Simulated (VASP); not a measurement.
# InP (I4/mmm) in VASP: further runs, part 2 of 2

VASP 6.6.1.

## Step 3: Single point, PBEsol (zz strain of -1 %)

Input file INCAR:

```
PREC = Accurate ; ENCUT = 520
EDIFF = 1E-7 ; ISMEAR = -1
SIGMA = 0.03 ; LREAL = False
LASPH = True ; NELM = 60
ALGO = Normal ; ISIF = 2
LWAVE = False ; LCHARG = False
GGA = PS ; NBANDS = 16
```

Input file KPOINTS:

```
Automatic mesh
0
Gamma
  11 11 11
```

Input file POSCAR:

```
InP
1.0
    0.0000000000      2.8550000000      2.8264500000
    2.8550000000      0.0000000000      2.8264500000
    2.8550000000      2.8550000000      0.0000000000
In P
1 1
Direct
    0.0000000000      0.0000000000      0.0000000000
    0.5000000000      0.5000000000      0.5000000000
```

Potentials or basis: VASP PAW PBE potentials, release 64 (In_d, P).

The run is started by

```bash
cat potpaw_PBE.64/In_d/POTCAR potpaw_PBE.64/P/POTCAR > POTCAR
mpirun -np 1 vasp_std > vasp.out
```

OUTCAR:

```text
PREC = Accurate
   ENCUT = 520
   EDIFF = 1E-7
   ISMEAR = -1
   LREAL = False
   LASPH = True
   NELM = 60
   ISIF = 2
   GGA = PS

 ion  position               nearest neighbor table
   1  0.000  0.000  0.000-   2 2.83   2 2.83   2 2.85   2 2.85   2 2.85   2 2.85
   2  0.500  0.500  0.500-   1 2.83   1 2.83   1 2.85   1 2.85   1 2.85   1 2.85

  LATTYP: Found a body centered tetragonal cell.
 ALAT       =     4.0375797206
 C/A-ratio  =     1.4000714267

  Lattice vectors:

 A1 = (   0.0000000000,  -2.8550000000,  -2.8264500000)
 A2 = (   0.0000000000,   2.8550000000,  -2.8264500000)
 A3 = (   2.8550000000,   0.0000000000,   2.8264500000)

Analysis of symmetry for initial positions (statically):
=====================================================================
 Subroutine PRICEL returns:
 Original cell was already a primitive cell.

 Routine SETGRP: Setting up the symmetry group for a
 body centered tetragonal supercell.

 Subroutine GETGRP returns: Found 16 space group operations
 (whereof 16 operations were pure point group operations)
 out of a pool of 16 trial point group operations.

The static configuration has the point symmetry D_4h.

Analysis of symmetry for dynamics (positions and initial velocities):
=====================================================================
 Subroutine PRICEL returns:
 Original cell was already a primitive cell.

 Routine SETGRP: Setting up the symmetry group for a
 body centered tetragonal supercell.

 Subroutine GETGRP returns: Found 16 space group operations
 (whereof 16 operations were pure point group operations)
 out of a pool of 16 trial point group operations.

The dynamic configuration has the point symmetry D_4h.

 Subroutine INISYM returns: Found 16 space group operations
 (whereof 16 operations are pure point group operations),
 and found     1 'primitive' translations

----------------------------------------------------------------------------------------

                                     Primitive cell

  volume of cell :      46.0769

  direct lattice vectors                    reciprocal lattice vectors
     0.000000000  2.855000000  2.826450000    -0.175131349  0.175131349  0.176900352
     2.855000000  0.000000000  2.826450000     0.175131349 -0.175131349  0.176900352
     2.855000000  2.855000000  0.000000000     0.175131349  0.175131349 -0.176900352

  length of vectors
     4.017442545  4.017442545  4.037579721     0.304361156  0.304361156  0.304361156

  position of ions in fractional coordinates (direct lattice)
     0.000000000  0.000000000  0.000000000
     0.500000000  0.500000000  0.500000000

  ion indices of the primitive-cell ions
   primitive index   ion index
                 1           1
                 2           2

----------------------------------------------------------------------------------------

 KPOINTS: Automatic mesh

Automatic generation of k-mesh.
 Grid dimensions read from file:
 generate k-points for:   11   11   11

 Generating k-lattice:

  Cartesian coordinates                     Fractional coordinates (reciprocal lattice)
    -0.015921032  0.015921032  0.016081850     0.090909091  0.000000000  0.000000000
     0.015921032 -0.015921032  0.016081850     0.000000000  0.090909091  0.000000000
     0.015921032  0.015921032 -0.016081850    -0.000000000 -0.000000000  0.090909091

  Length of vectors
     0.027669196  0.027669196  0.027669196

  Shift w.r.t. Gamma in fractional coordinates (k-lattice)
     0.000000000  0.000000000  0.000000000

 Subroutine IBZKPT returns following result:
 ===========================================

 Found    126 irreducible k-points:

 Following reciprocal coordinates:
            Coordinates               Weight
  0.000000  0.000000  0.000000      1.000000
  0.090909  0.000000  0.000000      8.000000
  0.181818 -0.000000  0.000000      8.000000
  0.272727  0.000000  0.000000      8.000000
  0.363636 -0.000000  0.000000      8.000000
  0.454545 -0.000000  0.000000      8.000000
[... 16 lines left out ...]
 -0.272727  0.181818  0.000000      8.000000
 -0.181818  0.181818  0.000000      4.000000
 [... further k-points ...]
   k-points           NKPTS =    126   k-points in BZ     NKDIM =    126   number of bands    NBANDS=     16
   number of dos      NEDOS =    301   number of ions     NIONS =      2
   total plane-waves  NPLWV =  27000
   dimension x,y,z NGX =    30 NGY =   30 NGZ =   30
   dimension x,y,z NGXF=    60 NGYF=   60 NGZF=   60
   ions per type =               1   1
   NGX,Y,Z   is equivalent  to a cutoff of  12.41, 12.41, 12.35 a.u.
   NGXF,Y,Z  is equivalent  to a cutoff of  24.83, 24.83, 24.70 a.u.
 SYSTEM =  unknown system
   PREC   = accura    normal or accurate (medium, high low for compatibility)
   ISTART =      0    job   : 0-new  1-cont  2-samecut
   ICHARG =      2    charge: 1-file 2-atom 10-const
   ISPIN  =      1    spin polarized calculation?
   LNONCOLLINEAR =      F non collinear calculations
   LSORBIT =      F    spin-orbit coupling
   LASPH  =      T    aspherical Exc in radial PAW
   ENCUT  =  520.0 eV  38.22 Ry    6.18 a.u.   7.47  7.47  7.51*2*pi/ulx,y,z
   NELM   =     60;   NELMIN=  2; NELMDL= -5     # of ELM steps
   EDIFF  = 0.1E-06   stopping-criterion for ELM
   LREAL  =      F    real-space projection
   EDIFFG = 0.1E-05   stopping-criterion for IOM
   NSW    =      0    number of steps for IOM
   IBRION =     -1    ionic relax: 0-MD 1-quasi-New 2-CG
   NFREE  =      0    steps in history (QN), initial steepest desc. (CG)
   ISIF   =      2    stress and relaxation
   ISYM   =      2    0-nonsym 1-usesym 2-fastsym
   POTIM  = 0.5000    time-step for ionic-motion
   TEBEG  =    0.0;   TEEND  =   0.0 temperature during run
   PSTRESS=    0.0 pullay stress
   NELECT =      18.0000    total number of electrons
   NUPDOWN=      -1.0000    fix difference up-down
   EMIN   =  10.00;   EMAX   =-10.00  energy-range for DOS
   EFERMI =   0.00;   METHOD = LEGACY
   ISMEAR =    -1;   SIGMA  =   0.03  broadening in eV -4-tet -1-fermi 0-gaus
   EFERMI_NEDOS =   21; number of points for ismear=-14 and -15
   IALGO  =     38    algorithm
   IMIX   =      4    mixing-type and parameters
     AMIX     =   0.40;   BMIX     =  1.00
     AMIX_MAG =   1.60;   BMIX_MAG =  1.00
  volume/ion in A,a.u.               =      23.04       155.47
  Fermi-wavevector in a.u.,A,eV,Ry     =   1.196753  2.261535 19.486502  1.432218
  Thomas-Fermi vector in A             =   2.332685
   LORBIT       =      0    0 simple, 1 ext, 2 COOP (PROOUT), +10 PAW based schemes
   GGA     = PS    functional components
   LHFCALC =     F    Hartree Fock is set to
   AEXX    =    0.0000 exact exchange contribution
   IVDW    =     0    specifies the selected vdW correction
   LEPSILON=     F    determine dielectric tensor
   LRPA    =     F    only Hartree local field effects (RPA)
 non-spin polarized calculation
  energy-cutoff  :      520.00
  volume of cell :       46.08
 maximum number of plane-waves:      1262
 NGX is ok and might be reduce to    30
   NGX = 15   NGY = 15   NGZ = 15

 number of electron      17.9999991 magnetization

 Free energy of the ion-electron system (eV)
  ---------------------------------------------------
  ext. energy  EPLUGINS =         0.00000000
  ---------------------------------------------------
  free energy    TOTEN  =        -8.65240926 eV

  energy without entropy =       -8.64982200  energy(sigma->0) =       -8.65111563

 E-fermi :   5.9370     XC(G=0): -10.1821

 val. band max:        5.9211713865   @ k =  -0.4545  -0.0000   0.0909
 cond. band min:       5.9520811576   @ k =   0.4545   0.0000   0.2727
 fundamental gap:      0.0309097711
 Fermi energy:         5.9369603974

 k-point     1 :       0.0000    0.0000    0.0000
  band No.  band energies     occupation
      1      -8.0799      2.00000
      2      -8.0789      2.00000
      3      -8.0636      2.00000
      4      -8.0636      2.00000
      5      -8.0601      2.00000
      6      -5.4869      2.00000
[... 8 lines left out ...]
     15      13.7814      0.00000
     16      14.0688      0.00000
[... 419 lines left out ...]
 k-point    24 :      -0.1818    0.1818    0.0000
  band No.  band energies     occupation
      1      -8.1152      2.00000
      2      -8.1050      2.00000
      3      -8.0595      2.00000
      4      -8.0353      2.00000
      5      -8.0242      2.00000
      6      -4.5209      2.00000
[... 8 lines left out ...]
     15      15.7260      0.00000
     16      16.7225      0.00000

 [... further k-points ...]
[... 5 lines left out ...]
  --------------------------------------------------------------------------------------
  -------------------------------------------------------------------------------------
  Total       -2.3201590     -2.3201590     -2.0862154      0.0000000     -0.0000000      0.0000000
  in kB      -80.6760819    -80.6760819    -72.5414451      0.0000000     -0.0000000      0.0000000
  external PRESSURE =     -77.9645363 kB  Pullay stress =       0.0000000 kB

 VOLUME and BASIS-vectors are now :
 -----------------------------------------------------------------------------
  energy-cutoff  :      520.00
  volume of cell :       46.08
      direct lattice vectors                 reciprocal lattice vectors
     0.000000000  2.855000000  2.826450000    -0.175131349  0.175131349  0.176900352
     2.855000000  0.000000000  2.826450000     0.175131349 -0.175131349  0.176900352
     2.855000000  2.855000000  0.000000000     0.175131349  0.175131349 -0.176900352

 POSITION                                       TOTAL-FORCE (eV/Angst)
 -----------------------------------------------------------------------------------
      0.00000      0.00000      0.00000         0.000000     -0.000000      0.000000
      2.85500      2.85500      2.82645        -0.000000      0.000000     -0.000000
 -----------------------------------------------------------------------------------
    total drift:                               -0.000000      0.000000      0.000000

  FREE ENERGIE OF THE ION-ELECTRON SYSTEM (eV)
  ---------------------------------------------------
  free  energy   TOTEN  =        -8.6524092585 eV

  energy  without entropy=       -8.6498220037  energy(sigma->0) =       -8.65111563
```

stdout:

```text
POSCAR found type information on POSCAR InP
 POSCAR found :  2 types and       2 ions
 scaLAPACK will be used
 -----------------------------------------------------------------------------
|                                                                             |
|                                                                             |
|     You enforced a specific xc type in the INCAR file but a different       |
|     I HOPE YOU KNOW WHAT YOU ARE DOING!                                     |
|                                                                             |
 -----------------------------------------------------------------------------

 LDA part: xc-table for (Slater+PW92), standard interpolation
 POSCAR, INCAR and KPOINTS ok, starting setup
 FFT: planning ... GRIDC
 FFT: planning ... GRID_SOFT
 FFT: planning ... GRID
 WAVECAR not read
 entering main loop
```

Run time: 35 s. Hardware: 1 thread of Intel Xeon 6975P-C (Granite Rapids), shared host; peak memory 0.22 GiB.

Results:

```yaml
Free_energy: -8.6524 eV
Pressure: -7.8 GPa
Band_gap_on_the_k_mesh: zero (band 9 reaches 6.27 eV, above the bottom of band 10 at 3.88 eV)
```

Stress tensor (GPa, compression positive):
```
-8.07  0.00  0.00
 0.00 -8.07  0.00
 0.00  0.00 -7.25
```

Levels at points of the mesh, in eV from the Fermi level:
```
           k point  band 7  band 8  band 9  band 10  band 11  band 12
(0.00, 0.00, 0.00)   -0.25   -0.16   -0.16    -0.12     7.04     7.04
```

Caveat: the cell differs from its parent crystal (zz strain of -1 %); the PAW data sets were made with another functional, which shifts forces and pressure a little; spin-orbit coupling is left out, which moves the levels of the heavy elements.
